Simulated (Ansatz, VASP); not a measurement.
# Two plane-wave programs on Sr2MoNO6

```
O N Mo Sr
1.0
     0.00000    5.54821    0.00000
     5.54821    0.00000    0.00000
     2.77410    2.77410   -3.94692
O N Mo Sr
6 1 1 2
Cartesian
  2.7741 2.7741 -1.9927
  5.5482 5.5482 -1.9542
  1.5765 1.0535 0.0000
  4.4947 1.5765 0.0000
  3.9717 4.4947 0.0000
  1.0535 3.9717 0.0000
  2.7741 2.7741 0.0000
  0.0000 0.0000 0.0000
  2.7741 5.5482 -1.9735
  5.5482 2.7741 -1.9735
```

Alike in both runs: functional r2SCAN; k mesh 5 × 5 × 5; no spin polarisation.

Ansatz relaxed the structure, and its values are those at the end. VASP's run is a single point on that final structure, the one shown.

|  | VASP | Ansatz |
| --- | --- | --- |
| version | VASP 6.6.1 | Ansatz 0.2.0 |
| potentials or method | VASP PAW PBE potentials, release 64 (O, N, Mo_sv, Sr_sv), cutoff 520 eV | PAW plane waves |
| occupations | fermi-dirac, width 0.1 eV | fermi-dirac |
| valence electrons in the cell | 75 | 75 |

VASP gave:

| Quantity | Value |
| --- | --- |
| pressure (GPa) | 0.1 |
| rms of the force components (eV/Å) | 0.050 |

What did Ansatz give for the same quantities?

Pressure (GPa): -0.6; rms of the force components (eV/Å): 0.005.

VASP's potentials were made for PBE, not for r2SCAN. Ansatz's warnings: stress scf threshold loose.
